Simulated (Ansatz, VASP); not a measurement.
# Two plane-wave programs on SiC

File POSCAR:

```
SiC
1.0
   -1.5387796673     -2.6652445653      0.0000000000
    1.5387796672     -2.6652445654      0.0000000000
   -0.0000000001     -3.9978668480     10.0767691650
Si C
4 4
Direct
   -0.1121948811     -0.1121948811      0.5940376193
    0.5961384522      0.5961384522      0.0940376193
   -0.2580698864     -0.2580698864      0.3440931819
   -0.6330698864     -0.6330698864      0.8440931819
    0.0288303302      0.0288303302      0.4060040042
   -0.0128363365     -0.0128363365      0.9060040042
    0.8825018541     -0.1174981459      0.1566641945
    0.5075018541     -0.4924981459      0.6566641945
```

Contents of INCAR.step1:

```
SYSTEM = SiC
PREC = Accurate ; ENCUT = 520
ISMEAR = 0 ; SIGMA = 0.05
LREAL = .FALSE. ; LASPH = .TRUE.
NELM = 100 ; NBANDS = 26
GGA = PE ; ALGO = Normal
EDIFF = 1E-4 ; LWAVE = .TRUE.
LCHARG = .FALSE.
```

Contents of INCAR.step2:

```
SYSTEM = SiC
PREC = Accurate ; ENCUT = 520
EDIFF = 1E-6 ; ISMEAR = 0
SIGMA = 0.05 ; LREAL = .FALSE.
LASPH = .TRUE. ; NELM = 100
ALGO = Normal ; ISIF = 2
LWAVE = .FALSE. ; LCHARG = .FALSE.
METAGGA = R2SCAN ; LMIXTAU = .TRUE.
NBANDS = 26 ; ISTART = 1
```

File KPOINTS:

```
Automatic mesh
0
G
  8 8 3
  0 0 0
```

Input for Ansatz:

```yaml
crystal:
  lattice:
    - [-1.5387796673, -2.6652445653, 0.0]
    - [1.5387796672, -2.6652445654, 0.0]
    - [-1.0e-10, -3.997866848, 10.076769165]
  atoms:
    - { symbol: Si, position: [-0.1121948811, -0.1121948811, 0.5940376193] }
    - { symbol: Si, position: [0.5961384522, 0.5961384522, 0.0940376193] }
    - { symbol: Si, position: [-0.2580698864, -0.2580698864, 0.3440931819] }
    - { symbol: Si, position: [-0.6330698864, -0.6330698864, 0.8440931819] }
    - { symbol: C, position: [0.0288303302, 0.0288303302, 0.4060040042] }
    - { symbol: C, position: [-0.0128363365, -0.0128363365, 0.9060040042] }
    - { symbol: C, position: [0.8825018541, -0.1174981459, 0.1566641945] }
    - { symbol: C, position: [0.5075018541, -0.4924981459, 0.6566641945] }
basis:
  ecutwfc: 500
kpoints:
  mp_grid: { grid: [8, 8, 3] }
hamiltonian:
  xc: r2scan
scf:
  occupations: { method: gaussian, width: 0.05 }
output:
  forces: true
  stress: true
  eigenvalues: true
```

Alike in both runs: task single point; functional r2SCAN; k mesh 8 × 8 × 3; occupations gaussian, width 0.05 eV; no spin polarisation.

|  | VASP | Ansatz |
| --- | --- | --- |
| version | VASP 6.6.1 | Ansatz 0.2.0 |
| potentials or method | VASP PAW PBE potentials, release 64 (Si, C), cutoff 520 eV | scalar-relativistic, plane waves, PAW |
| valence electrons in the cell | 32 | 32 |

```csv
,VASP,Ansatz,Ansatz less VASP
gap on the k mesh at the Fermi level (eV),0.92,0.93,+0.003
least direct gap on the mesh (eV),1.51,1.51,+0.003
pressure (GPa),-0.4,-0.2,+0.13
"traceless stress, the component that is largest in VASP (GPa)",-14.37,-14.30,+0.071
rms of the force components (eV/Å),0.739,0.738,-0.0012
```

VASP's potentials were made for PBE, not for r2SCAN. Atom by atom the forces differ by 0.007 eV/Å (rms over components).
